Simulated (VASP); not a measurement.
# Hg: single point with PBEsol

The system is Hg.

```
Hg
1.0
     3.61004    0.00000    0.00000
    -1.80502    3.12639    0.00000
     0.00000    0.00000    5.64021
Hg
2
Direct
  0.66667 0.33333 0.75000
  0.33333 0.66667 0.25000
```

This cell differs from its parent crystal: strained.

```
Program             : VASP 6.6.1
Task                : single point
Functional          : PBEsol
Potentials or basis : VASP PAW PBE potentials, release 64 (Hg)
Cutoff              : 520 eV
k mesh              : 12 × 12 × 8
Occupations         : gaussian, width 0.05 eV
Spin                : no spin polarisation
```

```yaml
Pressure: -2.8 GPa
Band_gap_on_the_k_mesh: 0.36 eV (least direct gap 1.28 eV)
```

Stress tensor (GPa, compression positive):
```
-2.71  0.00  0.00
 0.00 -2.71  0.00
 0.00  0.00 -2.94
```

Levels at points of the mesh, in eV from the valence-band top:
```tsv
k point	band 8	band 9	band 10	band 11	band 12	band 13	band 14	band 15	band 16	band 17
(0.00, 0.00, 0.00)	-5.31	-5.31	-4.88	-4.88	-1.00	0.36	10.38	10.38	12.36	12.36
(0.50, 0.00, 0.00)	-4.90	-4.84	-4.80	-1.98	-1.23	2.65	3.70	4.40	6.50	6.81
(0.00, 0.00, 0.50)	-5.01	-5.01	-5.01	-4.70	-4.70	6.62	6.62	11.33	11.33	11.33
(0.50, 0.00, 0.50)	-4.87	-4.85	-4.85	-0.97	-0.97	0.86	0.86	8.20	8.20	9.06
```

Run time: 58 s on 1 thread of Intel(R) Xeon(R) Platinum 8488C (Sapphire Rapids) (shared host), peak memory 0.23 GiB.

Caveat: the cell differs from its parent crystal (strained); the PAW data sets were made with another functional, which shifts forces and pressure a little; spin-orbit coupling is left out, which moves the levels of the heavy elements. A k mesh can miss the band edges.
